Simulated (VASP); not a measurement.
# Si7Ge (R3m) in VASP: single point with PBEsol

Aim: the single point of Si7Ge with PBEsol.

Everything below comes from runs of VASP 6.6.1. Logs are shortened: lines on timing, memory, paths and dates and some standing lists are left out, and cuts for length are marked.

## 1. The cell of the first run

It takes space group R3m (No. 160, trigonal). Conventional cell: a = 7.720 Å, b = 7.720 Å, c = 9.456 Å, α = 90.00°, β = 90.00°, γ = 120.00°. Si (site symmetry 3m) has 3 Si at 2.36 Å and 1 Ge at 2.38 Å within 3.1 Å. Si (site symmetry m) has 4 Si at 2.36 Å within 3.1 Å. Si (site symmetry m) has 3 Si at 2.36 Å and 1 Ge at 2.40 Å within 3.1 Å. Ge (site symmetry 3m) has 4 Si at 2.38 to 2.40 Å within 3.1 Å.

## 2. Single point, PBEsol (atoms displaced along a vibrational mode)

INCAR

```
PREC = Accurate
ENCUT = 520
EDIFF = 1E-7
ISMEAR = 0
SIGMA = 0.03
LREAL = False
LASPH = True
NELM = 60
ALGO = Normal
ISIF = 2
LWAVE = False
LCHARG = False
GGA = PS
NBANDS = 31
```

KPOINTS

```
regular mesh
0
Gamma
  6 6 6
```

POSCAR

```
Si7Ge
1.0
    5.4591768100      0.0000000000      0.0000000000
    0.0000000000      5.4591768100      0.0000000000
    0.0000000000      0.0000000000      5.4591768100
Si Ge
7 1
Direct
    0.2594530037      0.2594530037      0.2594530037
   -0.0100494708      0.4981687817      0.4981687817
    0.4981687817      0.4981687817     -0.0100494708
    0.4981687817     -0.0100494708      0.4981687817
    0.7457022114      0.2423421463      0.7457022114
    0.7457022114      0.7457022114      0.2423421463
    0.2423421463      0.7457022114      0.7457022114
    0.0079318314      0.0079318314      0.0079318314
```

Potentials or basis: VASP PAW PBE potentials, release 64 (Si, Ge_d).

On the command line:

```
cat potpaw_PBE.64/Si/POTCAR potpaw_PBE.64/Ge_d/POTCAR > POTCAR
mpirun -np 1 vasp_std > vasp.out
```

OUTCAR:

```text
PREC = Accurate
   ENCUT = 520
   EDIFF = 1E-7
   ISMEAR = 0
   LREAL = False
   LASPH = True
   NELM = 60
   ISIF = 2
   GGA = PS

 ion  position               nearest neighbor table
   1  0.259  0.259  0.259-   2 2.36   3 2.36   4 2.36   8 2.38
   2  0.990  0.498  0.498-   7 2.36   6 2.36   5 2.36   1 2.36
   3  0.498  0.498  0.990-   6 2.36   5 2.36   7 2.36   1 2.36
   4  0.498  0.990  0.498-   5 2.36   6 2.36   7 2.36   1 2.36
   5  0.746  0.242  0.746-   4 2.36   3 2.36   2 2.36   8 2.40
   6  0.746  0.746  0.242-   3 2.36   2 2.36   4 2.36   8 2.40
   7  0.242  0.746  0.746-   2 2.36   3 2.36   4 2.36   8 2.40
   8  0.008  0.008  0.008-   1 2.38   5 2.40   6 2.40   7 2.40

  LATTYP: Found a simple cubic cell.
 ALAT       =     5.4591768100

  Lattice vectors:

 A1 = (   5.4591768100,   0.0000000000,   0.0000000000)
 A2 = (   0.0000000000,   5.4591768100,   0.0000000000)
 A3 = (   0.0000000000,   0.0000000000,   5.4591768100)

Analysis of symmetry for initial positions (statically):
=====================================================================
 Subroutine PRICEL returns:
 Original cell was already a primitive cell.

 Routine SETGRP: Setting up the symmetry group for a
 simple cubic supercell.

 Subroutine GETGRP returns: Found  6 space group operations
 (whereof  6 operations were pure point group operations)
 out of a pool of 48 trial point group operations.

The static configuration has the point symmetry C_3v.

Analysis of symmetry for dynamics (positions and initial velocities):
=====================================================================
 Subroutine PRICEL returns:
 Original cell was already a primitive cell.

 Routine SETGRP: Setting up the symmetry group for a
 simple cubic supercell.

 Subroutine GETGRP returns: Found  6 space group operations
 (whereof  6 operations were pure point group operations)
 out of a pool of 48 trial point group operations.

The dynamic configuration has the point symmetry C_3v.

 Subroutine INISYM returns: Found  6 space group operations
 (whereof  6 operations are pure point group operations),
 and found     1 'primitive' translations

----------------------------------------------------------------------------------------

[... 101 lines left out ...]
   LASPH  =      T    aspherical Exc in radial PAW
   ENCUT  =  520.0 eV  38.22 Ry    6.18 a.u.  10.15 10.15 10.15*2*pi/ulx,y,z
   NELM   =     60;   NELMIN=  2; NELMDL= -5     # of ELM steps
   EDIFF  = 0.1E-06   stopping-criterion for ELM
   LREAL  =      F    real-space projection
   EDIFFG = 0.1E-05   stopping-criterion for IOM
   NSW    =      0    number of steps for IOM
   IBRION =     -1    ionic relax: 0-MD 1-quasi-New 2-CG
   NFREE  =      0    steps in history (QN), initial steepest desc. (CG)
   ISIF   =      2    stress and relaxation
   ISYM   =      2    0-nonsym 1-usesym 2-fastsym
   POTIM  = 0.5000    time-step for ionic-motion
   TEBEG  =    0.0;   TEEND  =   0.0 temperature during run
   PSTRESS=    0.0 pullay stress
   NELECT =      42.0000    total number of electrons
   NUPDOWN=      -1.0000    fix difference up-down
   EMIN   =  10.00;   EMAX   =-10.00  energy-range for DOS
   EFERMI =   0.00;   METHOD = LEGACY
   ISMEAR =     0;   SIGMA  =   0.03  broadening in eV -4-tet -1-fermi 0-gaus
   EFERMI_NEDOS =   21; number of points for ismear=-14 and -15
   IALGO  =     38    algorithm
   IMIX   =      4    mixing-type and parameters
     AMIX     =   0.40;   BMIX     =  1.00
     AMIX_MAG =   1.60;   BMIX_MAG =  1.00
  volume/ion in A,a.u.               =      20.34       137.24
  Fermi-wavevector in a.u.,A,eV,Ry     =   1.042391  1.969834 14.783813  1.086580
  Thomas-Fermi vector in A             =   2.177054
   LORBIT       =      0    0 simple, 1 ext, 2 COOP (PROOUT), +10 PAW based schemes
   GGA     = PS    functional components
   LHFCALC =     F    Hartree Fock is set to
   AEXX    =    0.0000 exact exchange contribution
   IVDW    =     0    specifies the selected vdW correction
   LEPSILON=     F    determine dielectric tensor
   LRPA    =     F    only Hartree local field effects (RPA)
 non-spin polarized calculation
 Gauss-broadening in eV      SIGMA  =   0.03
  energy-cutoff  :      520.00
  volume of cell :      162.70
 maximum number of plane-waves:      4416
 NGX is ok and might be reduce to    42
   NGX = 21   NGY = 21   NGZ = 21

 number of electron      41.9999987 magnetization

 Free energy of the ion-electron system (eV)
  ---------------------------------------------------
  ext. energy  EPLUGINS =         0.00000000
  ---------------------------------------------------
  free energy    TOTEN  =       -45.10331675 eV

  energy without entropy =      -45.10331675  energy(sigma->0) =      -45.10331675

 E-fermi :   5.7746     XC(G=0):  -9.6411

 val. band max:        5.6361939510   @ k =   0.0000   0.0000   0.0000
 cond. band min:       5.9579190318   @ k =   0.0000   0.0000   0.0000
 fundamental gap:      0.3217250808
 Fermi energy:         5.7746407676

 k-point     1 :       0.0000    0.0000    0.0000
  band No.  band energies     occupation
      1     -18.4590      2.00000
      2     -18.4590      2.00000
      3     -18.4515      2.00000
      4     -18.4306      2.00000
      5     -18.4306      2.00000
      6      -6.4442      2.00000
[... 805 lines left out ...]
     30      10.2401      0.00000
     31      10.2696      0.00000

 [... further k-points ...]
[... 5 lines left out ...]
  --------------------------------------------------------------------------------------
  -------------------------------------------------------------------------------------
  Total       -0.0620512     -0.0620512     -0.0620512      0.0899048      0.0899048      0.0899048
  in kB       -0.6110532     -0.6110532     -0.6110532      0.8853440      0.8853440      0.8853440
  external PRESSURE =      -0.6110532 kB  Pullay stress =       0.0000000 kB

 VOLUME and BASIS-vectors are now :
 -----------------------------------------------------------------------------
  energy-cutoff  :      520.00
  volume of cell :      162.70
      direct lattice vectors                 reciprocal lattice vectors
     5.459176810  0.000000000  0.000000000     0.183177800  0.000000000  0.000000000
     0.000000000  5.459176810  0.000000000     0.000000000  0.183177800  0.000000000
     0.000000000  0.000000000  5.459176810     0.000000000  0.000000000  0.183177800

 POSITION                                       TOTAL-FORCE (eV/Angst)
 -----------------------------------------------------------------------------------
      1.41640      1.41640      1.41640        -0.034990     -0.034990     -0.034990
      5.40431      2.71959      2.71959         0.071645     -0.001447     -0.001447
      2.71959      2.71959      5.40431        -0.001447     -0.001447      0.071645
      2.71959      5.40431      2.71959        -0.001447      0.071645     -0.001447
      4.07092      1.32299      4.07092         0.031252      0.067643      0.031252
      4.07092      4.07092      1.32299         0.031252      0.031252      0.067643
      1.32299      4.07092      4.07092         0.067643      0.031252      0.031252
      0.04330      0.04330      0.04330        -0.163909     -0.163909     -0.163909
 -----------------------------------------------------------------------------------
    total drift:                                0.001161      0.001161      0.001143

  FREE ENERGIE OF THE ION-ELECTRON SYSTEM (eV)
  ---------------------------------------------------
  free  energy   TOTEN  =       -45.1033167506 eV

  energy  without entropy=      -45.1033167506  energy(sigma->0) =      -45.10331675
```

OSZICAR:

```text
N       E                     dE             d eps       ncg     rms          rms(c)
DAV:   1     0.222025515577E+03    0.22203E+03   -0.17321E+04  2548   0.173E+03
DAV:   2    -0.125949241146E+02   -0.23462E+03   -0.22046E+03  2190   0.473E+02
DAV:   3    -0.445251909458E+02   -0.31930E+02   -0.31456E+02  2418   0.101E+02
DAV:   4    -0.459158452126E+02   -0.13907E+01   -0.13880E+01  2506   0.240E+01
DAV:   5    -0.459513474980E+02   -0.35502E-01   -0.35498E-01  2464   0.389E+00    0.952E+00
DAV:   6    -0.453669392246E+02    0.58441E+00   -0.27727E-01  2363   0.242E+00    0.566E+00
DAV:   7    -0.451003417395E+02    0.26660E+00   -0.51604E-01  2174   0.302E+00    0.352E-01
DAV:   8    -0.451028362912E+02   -0.24946E-02   -0.38286E-02  2571   0.153E+00    0.161E-01
DAV:   9    -0.451031850575E+02   -0.34877E-03   -0.19361E-03  2541   0.342E-01    0.113E-01
DAV:  10    -0.451032967004E+02   -0.11164E-03   -0.27391E-04  2343   0.820E-02    0.443E-02
DAV:  11    -0.451033163665E+02   -0.19666E-04   -0.46138E-05  2360   0.382E-02    0.482E-03
DAV:  12    -0.451033167407E+02   -0.37416E-06   -0.17510E-06  2753   0.918E-03    0.319E-03
DAV:  13    -0.451033167506E+02   -0.99412E-08   -0.31606E-07  2249   0.326E-03
   1 F= -.45103317E+02 E0= -.45103317E+02  d E =-.882775E-13
```

Wall time 72 s (1 thread of Intel Xeon 6975P-C (Granite Rapids), shared host); peak memory 0.32 GiB.

What came out:

* Free energy: -45.1033 eV
* Pressure: -0.1 GPa
* Largest force: 0.284 eV/Å
* Band gap on the k mesh: 0.32 eV

Forces on the atoms (eV/Å):
```
Si  -0.035 -0.035 -0.035
Si   0.072 -0.001 -0.001
Si  -0.001 -0.001  0.072
Si  -0.001  0.072 -0.001
Si   0.031  0.068  0.031
Si   0.031  0.031  0.068
Si   0.068  0.031  0.031
Ge  -0.164 -0.164 -0.164
```

Caveat: the cell differs from its parent crystal (atoms displaced along a vibrational mode); the PAW data sets were made with another functional, which shifts forces and pressure a little. A k mesh can miss the band edges.
